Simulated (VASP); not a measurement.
Runs of VASP 6.6.1 on C. The structure is that of space group Fd-3m (No. 227), or close to it. The cells are those of the table. 

| cell | gap on the mesh (eV) | pressure (GPa) | largest force (eV/Å) |
| --- | --- | --- | --- |
| a = 2.481 Å, angles 62.2°, 2 atoms | (b) | 4.3 | 0.35 |
| a = 2.565 Å, angles 57.8°, 2 atoms | 4.00 | 4.2 | 0.05 |
| a = 2.587 Å, angles 56.8°, 2 atoms | 3.78 | 6.3 | 0.02 |
| a = 2.522 Å, angles 60.0°, 2 atoms | 4.17 | 2.5 | - |
| a = 2.501 Å, angles 61.1°, 2 atoms | 4.12 | 2.9 | 0.13 |
| a = 2.543 Å, angles 58.9°, 2 atoms | 4.12 | 2.9 | 0.06 |
| a = 2.461 Å, angles 63.4°, 2 atoms | 3.74 | 6.7 | (a) |

Alike in all rows: task single point; level PBE; potentials or basis VASP PAW PBE potentials, release 64 (C); no spin polarisation; k mesh 10 × 10 × 10; cutoff (eV) 520; smearing gaussian 0.05 eV.

Task: Fill in the values left out.

Result: (a) 0.66; (b) 3.99.

A k mesh can miss the band edges.
